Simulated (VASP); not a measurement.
# WSe2 in VASP: a series of runs

The runs below take WSe2 through single point, with PBEsol.

All numbers are computed with VASP 6.6.1; they aren't measurements. Logs are shortened: lines on timing, memory, paths and dates and some standing lists are left out, and cuts for length are marked.

## Step 1: The cell of the first run

The cell holds a slab with vacuum, 6 atoms: a = 3.271 Å, b = 3.271 Å, c = 23.987 Å, α = 90.00°, β = 90.00°, γ = 120.00°.

## Step 2: Single point, PBEsol

Input file INCAR:

```
PREC = Accurate
ENCUT = 500
EDIFF = 1E-6
ISMEAR = 0
SIGMA = 0.05
LREAL = F
LASPH = T
NELM = 120
ALGO = Normal
ISIF = 2
LWAVE = F
LCHARG = F
GGA = PS
NBANDS = 35
ISYM = 0
GGA_COMPAT = F
```

Input file KPOINTS:

```
Automatic mesh
0
Gamma
  9 9 2
  0.5 0.5 0.5
```

Input file POSCAR:

```
WSe2
1.0
    3.2705808386      0.0000000000      0.0000000000
   -1.6352904193      2.8324060913      0.0000000000
    0.0000000000      0.0000000000     23.9869951139
W Se
2 4
Direct
    0.5820639573      0.3333333333      0.1722242248
    0.3333333333      0.6666666667      0.8623778584
    0.3333333333      0.6666666667      0.2073407565
    0.6666666667      0.3333333333      0.9321940382
    0.3333333333      0.6666666667      0.0678059618
    0.6666666667      0.3333333333      0.7926592435
```

Potentials or basis: VASP PAW PBE potentials, release 64 (W_sv, Se).

The run is started by

```console
cat potpaw_PBE.64/W_sv/POTCAR potpaw_PBE.64/Se/POTCAR > POTCAR
mpirun -np 1 vasp_std > vasp.out
```

OUTCAR:

```text
PREC = Accurate
   ENCUT = 500
   EDIFF = 1E-6
   ISMEAR = 0
   LREAL = F
   LASPH = T
   NELM = 120
   ISIF = 2
   GGA = PS
   ISYM = 0

 ion  position               nearest neighbor table
   1  0.582  0.333  0.172-   3 1.86   3 2.09   3 2.29   5 3.00
   2  0.333  0.667  0.862-   6 2.52   6 2.52   6 2.52   4 2.52   4 2.52   4 2.52
   3  0.333  0.667  0.207-   1 1.86   1 2.09   1 2.29
   4  0.667  0.333  0.932-   2 2.52   2 2.52   2 2.52
   5  0.333  0.667  0.068-   1 3.00
   6  0.667  0.333  0.793-   2 2.52   2 2.52   2 2.52

IMPORTANT INFORMATION: All symmetrisations will be switched off!
NOSYMM: (Re-)initialisation of all symmetry stuff for point group C_1.

----------------------------------------------------------------------------------------

                                     Primitive cell

  volume of cell :     222.2062

  direct lattice vectors                    reciprocal lattice vectors
     3.270580839  0.000000000  0.000000000     0.305756087  0.176528359  0.000000000
    -1.635290419  2.832406091  0.000000000     0.000000000  0.353056718  0.000000000
     0.000000000  0.000000000 23.986995114     0.000000000  0.000000000  0.041689257

  length of vectors
     3.270580839  3.270580839 23.986995114     0.353056718  0.353056718  0.041689257

  position of ions in fractional coordinates (direct lattice)
     0.582063957  0.333333333  0.172224225
     0.333333333  0.666666667  0.862377858
     0.333333333  0.666666667  0.207340757
     0.666666667  0.333333333  0.932194038
     0.333333333  0.666666667  0.067805962
     0.666666667  0.333333333  0.792659243

  ion indices of the primitive-cell ions
   primitive index   ion index
                 1           1
                 2           2
                 3           3
                 4           4
                 5           5
                 6           6

----------------------------------------------------------------------------------------

 KPOINTS: Automatic mesh

Automatic generation of k-mesh.
 Grid dimensions read from file:
 generate k-points for:    9    9    2

 Generating k-lattice:

  Cartesian coordinates                     Fractional coordinates (reciprocal lattice)
     0.033972899  0.019614262  0.000000000     0.111111111  0.000000000  0.000000000
     0.000000000  0.039228524  0.000000000     0.000000000  0.111111111  0.000000000
     0.000000000  0.000000000  0.020844628     0.000000000  0.000000000  0.500000000

  Length of vectors
     0.039228524  0.039228524  0.020844628

  Shift w.r.t. Gamma in fractional coordinates (k-lattice)
     0.500000000  0.500000000  0.500000000

 Subroutine IBZKPT returns following result:
 ===========================================

 Found    243 irreducible k-points:

 Following reciprocal coordinates:
            Coordinates               Weight
  0.055556  0.055556  0.250000      2.000000
 -0.055556  0.111111  0.250000      2.000000
 -0.111111  0.055556  0.250000      2.000000
 -0.055556 -0.055556  0.250000      2.000000
  0.055556 -0.111111  0.250000      2.000000
  0.111111 -0.055556  0.250000      2.000000
[... 16 lines left out ...]
  0.055556 -0.333333  0.250000      2.000000
  0.333333 -0.277778  0.250000      2.000000
 [... further k-points ...]
   k-points           NKPTS =    243   k-points in BZ     NKDIM =    243   number of bands    NBANDS=     35
   number of dos      NEDOS =    301   number of ions     NIONS =      6
   total plane-waves  NPLWV = 103680
   dimension x,y,z NGX =    24 NGY =   24 NGZ =  180
   dimension x,y,z NGXF=    48 NGYF=   48 NGZF=  360
   ions per type =               2   4
   NGX,Y,Z   is equivalent  to a cutoff of  12.20, 12.20, 12.48 a.u.
   NGXF,Y,Z  is equivalent  to a cutoff of  24.40, 24.40, 24.95 a.u.
 SYSTEM =  unknown system
   PREC   = accura    normal or accurate (medium, high low for compatibility)
   ISTART =      0    job   : 0-new  1-cont  2-samecut
   ICHARG =      2    charge: 1-file 2-atom 10-const
   ISPIN  =      1    spin polarized calculation?
   LNONCOLLINEAR =      F non collinear calculations
   LSORBIT =      F    spin-orbit coupling
   LASPH  =      T    aspherical Exc in radial PAW
   ENCUT  =  500.0 eV  36.75 Ry    6.06 a.u.   5.96  5.96 43.73*2*pi/ulx,y,z
   NELM   =    120;   NELMIN=  2; NELMDL= -5     # of ELM steps
   EDIFF  = 0.1E-05   stopping-criterion for ELM
   LREAL  =      F    real-space projection
   EDIFFG = 0.1E-04   stopping-criterion for IOM
   NSW    =      0    number of steps for IOM
   IBRION =     -1    ionic relax: 0-MD 1-quasi-New 2-CG
   NFREE  =      0    steps in history (QN), initial steepest desc. (CG)
   ISIF   =      2    stress and relaxation
   ISYM   =      0    0-nonsym 1-usesym 2-fastsym
   POTIM  = 0.5000    time-step for ionic-motion
   TEBEG  =    0.0;   TEEND  =   0.0 temperature during run
   PSTRESS=    0.0 pullay stress
   NELECT =      52.0000    total number of electrons
   NUPDOWN=      -1.0000    fix difference up-down
   EMIN   =  10.00;   EMAX   =-10.00  energy-range for DOS
   EFERMI =   0.00;   METHOD = LEGACY
   ISMEAR =     0;   SIGMA  =   0.05  broadening in eV -4-tet -1-fermi 0-gaus
   EFERMI_NEDOS =   21; number of points for ismear=-14 and -15
   IALGO  =     38    algorithm
   IMIX   =      4    mixing-type and parameters
     AMIX     =   0.40;   BMIX     =  1.00
     AMIX_MAG =   1.60;   BMIX_MAG =  1.00
  volume/ion in A,a.u.               =      37.03       249.92
  Fermi-wavevector in a.u.,A,eV,Ry     =   1.008844  1.906438 13.847540  1.017765
  Thomas-Fermi vector in A             =   2.141735
   LORBIT       =      0    0 simple, 1 ext, 2 COOP (PROOUT), +10 PAW based schemes
   GGA     = PS    functional components
   LHFCALC =     F    Hartree Fock is set to
   AEXX    =    0.0000 exact exchange contribution
   IVDW    =     0    specifies the selected vdW correction
   LEPSILON=     F    determine dielectric tensor
   LRPA    =     F    only Hartree local field effects (RPA)
 non-spin polarized calculation
 Gauss-broadening in eV      SIGMA  =   0.05
  energy-cutoff  :      500.00
  volume of cell :      222.21
 maximum number of plane-waves:      5696
   NGX = 11   NGY = 11   NGZ = 87

 number of electron      51.9999999 magnetization

 Free energy of the ion-electron system (eV)
  ---------------------------------------------------
  ext. energy  EPLUGINS =         0.00000000
  ---------------------------------------------------
  free energy    TOTEN  =       -36.70628442 eV

  energy without entropy =      -36.70487459  energy(sigma->0) =      -36.70557951

 E-fermi :   1.3553     XC(G=0):  -6.3271

 val. band max:        1.3422490301   @ k =  -0.1667   0.3889  -0.2500
 cond. band min:       1.3655221630   @ k =   0.1111   0.5000   0.2500
 fundamental gap:      0.0232731329
 Fermi energy:         1.3552723281

 k-point     1 :       0.0556    0.0556    0.2500
  band No.  band energies     occupation
      1     -72.6571      2.00000
      2     -72.4219      2.00000
      3     -37.5828      2.00000
      4     -36.9221      2.00000
      5     -36.8615      2.00000
      6     -36.7947      2.00000
[... 27 lines left out ...]
     34       5.5854      0.00000
     35       5.8938      0.00000

 k-point     2 :      -0.0556    0.1111    0.2500
  band No.  band energies     occupation
      1     -72.6571      2.00000
      2     -72.4214      2.00000
      3     -37.6092      2.00000
      4     -36.9221      2.00000
      5     -36.8597      2.00000
      6     -36.7947      2.00000
[... 27 lines left out ...]
     34       5.6138      0.00000
     35       5.9083      0.00000

 k-point     3 :      -0.1111    0.0556    0.2500
  band No.  band energies     occupation
      1     -72.6571      2.00000
      2     -72.4217      2.00000
      3     -37.5967      2.00000
      4     -36.9221      2.00000
      5     -36.8533      2.00000
      6     -36.7948      2.00000
[... 27 lines left out ...]
     34       5.5575      0.00000
     35       5.8690      0.00000

 k-point     4 :      -0.0556   -0.0556    0.2500
  band No.  band energies     occupation
      1     -72.6571      2.00000
      2     -72.4219      2.00000
      3     -37.5828      2.00000
      4     -36.9221      2.00000
      5     -36.8615      2.00000
      6     -36.7947      2.00000
[... 27 lines left out ...]
     34       5.5930      0.00000
     35       5.8715      0.00000

 k-point     5 :       0.0556   -0.1111    0.2500
  band No.  band energies     occupation
      1     -72.6571      2.00000
      2     -72.4214      2.00000
      3     -37.6092      2.00000
      4     -36.9221      2.00000
      5     -36.8597      2.00000
      6     -36.7947      2.00000
[... 638 lines left out ...]
 k-point    22 :      -0.2778   -0.0556    0.2500
  band No.  band energies     occupation
      1     -72.6503      2.00000
      2     -72.4115      2.00000
      3     -37.6482      2.00000
      4     -36.9559      2.00000
      5     -36.9412      2.00000
      6     -36.8931      2.00000
[... 27 lines left out ...]
     34       6.4522      0.00000
     35       7.0542      0.00000

 k-point    23 :       0.0556   -0.3333    0.2500
  band No.  band energies     occupation
      1     -72.6503      2.00000
      2     -72.4086      2.00000
      3     -37.7891      2.00000
      4     -36.9411      2.00000
      5     -36.9353      2.00000
      6     -36.8931      2.00000
[... 27 lines left out ...]
     34       5.7420      0.00000
     35       6.8649      0.00000

 k-point    24 :       0.3333   -0.2778    0.2500
  band No.  band energies     occupation
      1     -72.6503      2.00000
      2     -72.4078      2.00000
      3     -37.8424      2.00000
      4     -36.9412      2.00000
      5     -36.8931      2.00000
      6     -36.8707      2.00000
[... 27 lines left out ...]
     34       6.1911      0.00000
     35       6.6492      0.00000

 [... further k-points ...]
[... 5 lines left out ...]
  --------------------------------------------------------------------------------------
  -------------------------------------------------------------------------------------
  Total       28.2665499     27.8450212      9.7088344    -17.5207943      4.9256424    -12.5138253
  in kB      203.8107707    200.7714154     70.0037687   -126.3304717     35.5154409    -90.2286405
  external PRESSURE =     158.1953183 kB  Pullay stress =       0.0000000 kB

 VOLUME and BASIS-vectors are now :
 -----------------------------------------------------------------------------
  energy-cutoff  :      500.00
  volume of cell :      222.21
      direct lattice vectors                 reciprocal lattice vectors
     3.270580839  0.000000000  0.000000000     0.305756087  0.176528359  0.000000000
    -1.635290419  2.832406091  0.000000000     0.000000000  0.353056718  0.000000000
     0.000000000  0.000000000 23.986995114     0.000000000  0.000000000  0.041689257

 POSITION                                       TOTAL-FORCE (eV/Angst)
 -----------------------------------------------------------------------------------
      1.35859      0.94414      4.13114        14.925923     -5.773663    -18.777872
     -0.00000      1.88827     20.68585         0.002373     -0.000681      0.010187
     -0.00000      1.88827      4.97348       -14.901626      5.791342     16.898265
      1.63529      0.94414     22.36053         0.001375      0.000108      0.062720
     -0.00000      1.88827      1.62646        -0.029034     -0.017135      1.878709
      1.63529      0.94414     19.01351         0.000989      0.000030     -0.072009
 -----------------------------------------------------------------------------------
    total drift:                               -0.000141      0.000015      0.000038

  FREE ENERGIE OF THE ION-ELECTRON SYSTEM (eV)
  ---------------------------------------------------
  free  energy   TOTEN  =       -36.7062844245 eV

  energy  without entropy=      -36.7048745946  energy(sigma->0) =      -36.70557951
```

Run time: 52 min. Hardware: 1 thread of Oxide Virtual Turin-like, shared host; peak memory 1.4 GiB.

What came out:

```
Free energy            : -36.7063 eV
Largest force          : 24.672 eV/Å
Band gap on the k mesh : zero (bands 26 and 27 overlap by 1.81 eV)
```

Forces in eV/Å, atoms in the order of the input:
```
W    14.926  -5.774 -18.778
W     0.002  -0.001   0.010
Se  -14.902   5.791  16.898
Se    0.001   0.000   0.063
Se   -0.029  -0.017   1.879
Se    0.001   0.000  -0.072
```

Caveat: atoms lie so close that the PAW spheres overlap strongly, which falsifies energies and pressures; there is no dipole correction, which matters where the two faces differ; the PAW data sets were made with another functional, which shifts forces and pressure a little; spin-orbit coupling is left out, which moves the levels of the heavy elements.

## Step 3: Single point, PBEsol

Input file INCAR:

```
ALGO     = Normal         # electronic algorithm
EDIFF    = 1E-6           # SCF threshold, eV
ENCUT    = 500            # plane-wave cutoff, eV
GGA      = PS             # functional
GGA_COMPAT= False        
ISIF     = 2              # what is computed and relaxed
ISMEAR   = 1              # smearing method
LASPH    = True           # aspherical terms in the spheres
LCHARG   = False          # write CHGCAR
LREAL    = False          # projectors in reciprocal space
LWAVE    = False          # write WAVECAR
NBANDS   = 35             # bands
NELM     = 120            # most SCF steps
PREC     = Accurate       # precision mode
SIGMA    = 0.05           # smearing width, eV
```

Input file KPOINTS:

```
k-points
0
Gamma
  9 9 2
```

Edit POSCAR of step 2 so:

```diff
@@ -8,3 +8,3 @@
 Direct
-    0.5820639573      0.3333333333      0.1722242248
+    0.4974918236      0.3333333333      0.1260867242
     0.3333333333      0.6666666667      0.8623778584
```

Potentials or basis: VASP PAW PBE potentials, release 64 (W_sv, Se).

The run is started by

```console
cat potpaw_PBE.64/W_sv/POTCAR potpaw_PBE.64/Se/POTCAR > POTCAR
mpirun -np 1 vasp_std > vasp.out
```

OUTCAR:

```text
EDIFF = 1E-6
   ENCUT = 500
   GGA = PS
   ISIF = 2
   ISMEAR = 1
   LASPH = True
   LREAL = False
   NELM = 120
   PREC = Accurate

 ion  position               nearest neighbor table
   1  0.497  0.333  0.126-   5 2.00   5 2.41   3 2.42   5 2.76   3 2.77   3 3.08
   2  0.333  0.667  0.862-   6 2.52   6 2.52   6 2.52   4 2.52   4 2.52   4 2.52
   3  0.333  0.667  0.207-   1 2.42   1 2.77   1 3.08
   4  0.667  0.333  0.932-   2 2.52   2 2.52   2 2.52
   5  0.333  0.667  0.068-   1 2.00   1 2.41   1 2.76
   6  0.667  0.333  0.793-   2 2.52   2 2.52   2 2.52

  LATTYP: Found a hexagonal cell.
 ALAT       =     3.2705808386
 C/A-ratio  =     7.3341697691

  Lattice vectors:

 A1 = (   3.2705808386,   0.0000000000,   0.0000000000)
 A2 = (  -1.6352904193,   2.8324060913,   0.0000000000)
 A3 = (   0.0000000000,   0.0000000000,  23.9869951139)

Analysis of symmetry for initial positions (statically):
=====================================================================
[... 175 lines left out ...]
  ---------------------------------------------------
  free energy    TOTEN  =       -42.35982221 eV

  energy without entropy =      -42.35941027  energy(sigma->0) =      -42.35968490

 E-fermi :   1.7075     XC(G=0):  -6.3448

 val. band max:        1.6949399992   @ k =   0.4444  -0.0000   0.5000
 cond. band min:       1.7175735487   @ k =   0.0000   0.4444   0.5000
 fundamental gap:      0.0226335495
 Fermi energy:         1.7074573413

 k-point     1 :       0.0000    0.0000    0.0000
  band No.  band energies     occupation
      1     -73.1549      2.00000
      2     -72.8631      2.00000
      3     -37.5702      2.00000
      4     -37.4210      2.00000
      5     -37.2707      2.00000
      6     -37.2696      2.00000
[... 901 lines left out ...]
     34       5.7304      0.00000
     35       6.4857      0.00000

 [... further k-points ...]
[... 5 lines left out ...]
  --------------------------------------------------------------------------------------
  -------------------------------------------------------------------------------------
  Total        7.1640295      7.6472927     14.3843772     -7.5728787     -6.1499199      8.7479770
  in kB       51.6549203     55.1394003    103.7159121    -54.6028524    -44.3428691     63.0756829
  external PRESSURE =      70.1700776 kB  Pullay stress =       0.0000000 kB

 VOLUME and BASIS-vectors are now :
 -----------------------------------------------------------------------------
  energy-cutoff  :      500.00
  volume of cell :      222.21
      direct lattice vectors                 reciprocal lattice vectors
     3.270580839  0.000000000  0.000000000     0.305756087  0.176528359  0.000000000
    -1.635290419  2.832406091  0.000000000     0.000000000  0.353056718  0.000000000
     0.000000000  0.000000000 23.986995114     0.000000000  0.000000000  0.041689257

 POSITION                                       TOTAL-FORCE (eV/Angst)
 -----------------------------------------------------------------------------------
      1.08199      0.94414      3.02444         9.471866     -4.107538     11.617961
     -0.00000      1.88827     20.68585        -0.010336      0.001510     -0.006640
     -0.00000      1.88827      4.97348        -1.365011     -0.114471     -0.625023
      1.63529      0.94414     22.36053        -0.012813      0.003796      0.060233
     -0.00000      1.88827      1.62646        -8.086101      4.215929    -10.982164
      1.63529      0.94414     19.01351         0.002396      0.000774     -0.064367
 -----------------------------------------------------------------------------------
    total drift:                                0.000148     -0.000052      0.000343

  FREE ENERGIE OF THE ION-ELECTRON SYSTEM (eV)
  ---------------------------------------------------
  free  energy   TOTEN  =       -42.3598222115 eV

  energy  without entropy=      -42.3594102736  energy(sigma->0) =      -42.35968490
```

Run time: 20 min. Hardware: 1 thread of Oxide Virtual Turin-like, shared host; peak memory 0.61 GiB.

Results:

```
Free energy            : -42.3598 eV
Largest force          : 15.542 eV/Å
Band gap on the k mesh : zero (bands 26 and 27 overlap by 0.22 eV)
```

Forces on the atoms (eV/Å):
```
W     9.472  -4.108  11.618
W    -0.010   0.002  -0.007
Se   -1.365  -0.114  -0.625
Se   -0.013   0.004   0.060
Se   -8.086   4.216 -10.982
Se    0.002   0.001  -0.064
```

Caveat: there is no dipole correction, which matters where the two faces differ; the PAW data sets were made with another functional, which shifts forces and pressure a little; spin-orbit coupling is left out, which moves the levels of the heavy elements.

The gap in the log of VASP goes by the Fermi energy; the results here count the filled bands.